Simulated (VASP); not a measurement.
Runs of VASP 6.6.1 on C. Symmetry: Im-3m, No. 229, cubic system. Conventional cell: a = 4.858 Å, b = 4.858 Å, c = 4.858 Å, α = 90.00°, β = 90.00°, γ = 90.00°. C (site symmetry 3m) has 4 C at 1.47 to 1.58 Å within 2.0 Å. 

```csv
potentials or basis,k mesh,cutoff (eV),smearing,second run,gap on the mesh (eV),pressure (GPa),largest force (eV/Å)
"VASP PAW PBE potentials, release 64 (C)",8 × 8 × 8,520,gaussian 0.02 eV,-,3.17,0.9,0.05
"VASP PAW PBE potentials, release 64 (C)",8 × 8 × 8,520,gaussian 0.05 eV,-,3.17,0.9,0.05
"VASP PAW PBE potentials, release 64 (C)",6 × 6 × 6,520,gaussian 0.05 eV,-,3.06,0.9,0.05
"VASP PAW PBE potentials, release 64 (C_h)",8 × 8 × 8,910,gaussian 0.02 eV,hard_potentials,3.19,(a),0.04
```

Alike in all rows: task single point; level r2SCAN; no spin polarisation; cell as given.

Estimate the missing entries.

(a) -0.5.

Caveats: the PAW data sets were made with another functional, which shifts forces and pressure a little; the cutoff is under 1.25 times the usual one of these potentials, so pressure, stress and relaxed cells hold a basis-set (Pulay) error (some runs).

A k mesh can miss the band edges.
